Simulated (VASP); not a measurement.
The system is Co.

```xyz
1
Lattice="2.2474 0.0000 0.0000 0.0000 2.2474 0.0000 0.0000 0.0000 2.2474" Properties=species:S:1:pos:R:3 pbc="T T T"
Co    0.0000    0.0000    0.0000
```

| Property | Result |
| --- | --- |
| Program | VASP 6.6.1 |
| Task | relaxation of cell and atoms |
| Functional | PBEsol |
| Potentials or basis | VASP PAW PBE potentials, release 64 (Co) |
| Cutoff | 600 eV |
| k mesh | 8 × 8 × 8 |
| Occupations | gaussian, width 0.1 eV |
| Spin | collinear spin, ferromagnetic start |
| Starting moments | [1.89] μB |

At the start: pressure 11.1 GPa; volume 11.35 Å³/atom.

How do energy, volume and symmetry change on relaxing?

Over 3 steps the energy falls by 21.2 meV/atom and the volume is 11.99 Å³/atom (+5.7 %); space group Pm-3m (No. 221, to 0.05 Å); moment 1.76 μB per cell.

Step by step:
| step | energy change (eV) | largest force (eV/Å) | pressure (GPa) | volume (Å³) |
| --- | --- | --- | --- | --- |
| 1 | 0.0000 | 0.0000 | 11.09 | 11.35 |
| 2 | -0.0001 | 0.0000 | -8.92 | 12.69 |
| 3 | -0.0212 | 0.0000 | -0.04 | 11.99 |

Final structure:
```cif
data_structure
_symmetry_space_group_name_H-M 'P 1'
_symmetry_Int_Tables_number 1
_cell_length_a 2.2890
_cell_length_b 2.2890
_cell_length_c 2.2890
_cell_angle_alpha 90.000
_cell_angle_beta 90.000
_cell_angle_gamma 90.000
_cell_volume 11.99
loop_
_atom_site_label
_atom_site_type_symbol
_atom_site_fract_x
_atom_site_fract_y
_atom_site_fract_z
_atom_site_occupancy
Co1 Co 0.00000 0.00000 0.00000 1
```

Caveat: the PAW data sets were made with another functional, which shifts forces and pressure a little.
